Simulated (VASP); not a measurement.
Write the native input for VASP 6.6.1 that does the following.

- Task: single point
- Functional: PBEsol
- Potentials or basis: VASP PAW PBE potentials, release 64 (Si, C)
- Cutoff: 520 eV
- k mesh: 10 × 10 × 10
- Occupations: gaussian, width 0.05 eV
- Spin: no spin polarisation
- Dipole correction: no
- Further INCAR settings: ALGO = Normal; EDIFF = 1e-06; NBANDS = 11

The structure of SiC lies in POSCAR:

```
SiC
1.0
    0.0000000000      2.1783895848      2.1783895848
    2.1783895848      0.0000000000      2.1783895848
    2.1783895848      2.1783895848      0.0000000000
Si C
1 1
Direct
   -0.0058896629      0.0058896629      0.0058896629
    0.7637716413      0.7362283587      0.7362283587
```

This cell differs from its parent crystal: mode 4 frozen in at -0.060 Å and mode 5 at +0.000 Å (largest displacements).

The input as run:

INCAR

```
PREC = Accurate
ENCUT = 520
EDIFF = 1E-6
ISMEAR = 0
SIGMA = 0.05
LREAL = False
LASPH = True
NELM = 60
ALGO = Normal
ISIF = 2
LWAVE = False
LCHARG = True
GGA = PS
LELF = True
LVHAR = True
NBANDS = 11
```

KPOINTS

```
regular mesh
0
Gamma
  10 10 10
```

Potentials or basis: VASP PAW PBE potentials, release 64 (Si, C).

The run is started by

```bash
$ cat potpaw_PBE.64/Si/POTCAR potpaw_PBE.64/C/POTCAR > POTCAR
$ mpirun -np 1 vasp_std > vasp.out
```

It gave:

```json
{
  "Pressure": "1.2 GPa",
  "Largest force": "1.630 eV/Å",
  "Band gap on the k mesh": "0.83 eV, indirect (least direct gap 4.24 eV)"
}
```

Caveat: the cell differs from its parent crystal (mode 4 frozen in at -0.060 Å and mode 5 at +0.000 Å (largest displacements)); the PAW data sets were made with another functional, which shifts forces and pressure a little.

Run time: 60 s on 1 thread of AMD EPYC 7R43 64-Core Processor (Zen 3), with other jobs on the host, peak memory 0.12 GiB.
